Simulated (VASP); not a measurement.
Si2I:

```
CELL_PARAMETERS angstrom
0.00000 4.14455 4.14455
4.14455 0.00000 4.14455
4.14455 4.14455 0.00000
ATOMIC_POSITIONS crystal
Si 0.62500 0.62500 0.12500
Si 0.62500 0.12500 0.62500
Si 0.62500 0.62500 0.62500
Si 0.12500 0.62500 0.62500
I 0.25000 0.25000 0.25000
I 0.00000 0.00000 0.00000
```

| Property | Result |
| --- | --- |
| Program | VASP 6.6.1 |
| Task | relaxation of cell and atoms |
| Functional | PBE |
| Potentials or basis | VASP PAW PBE potentials, release 64 (Si, I) |
| Cutoff | 600 eV |
| k mesh | 4 × 4 × 4 |
| Occupations | gaussian, width 0.1 eV |
| Spin | no spin polarisation |

At the start: pressure -4.3 GPa; volume 23.73 Å³/atom.

How do energy, volume and symmetry change on relaxing?

Over 3 steps the energy falls by 34.5 meV/atom and the volume is 21.39 Å³/atom (-9.9 %); space group Fd-3m (No. 227, to 0.05 Å).

Step by step:
```
step  energy change (eV)  largest force (eV/Å)  pressure (GPa)  volume (Å³)
   1              0.0000                0.0000           -4.30       142.38
   2             -0.2046                0.0000           -0.54       129.67
   3             -0.2070                0.0000           -0.03       128.33
```

Final structure:
```
Si I
1.0
     0.00000    4.00347    4.00347
     4.00347    0.00000    4.00347
     4.00347    4.00347    0.00000
Si I
4 2
Direct
  0.62500 0.62500 0.12500
  0.62500 0.12500 0.62500
  0.62500 0.62500 0.62500
  0.12500 0.62500 0.62500
  0.25000 0.25000 0.25000
  0.00000 0.00000 0.00000
```
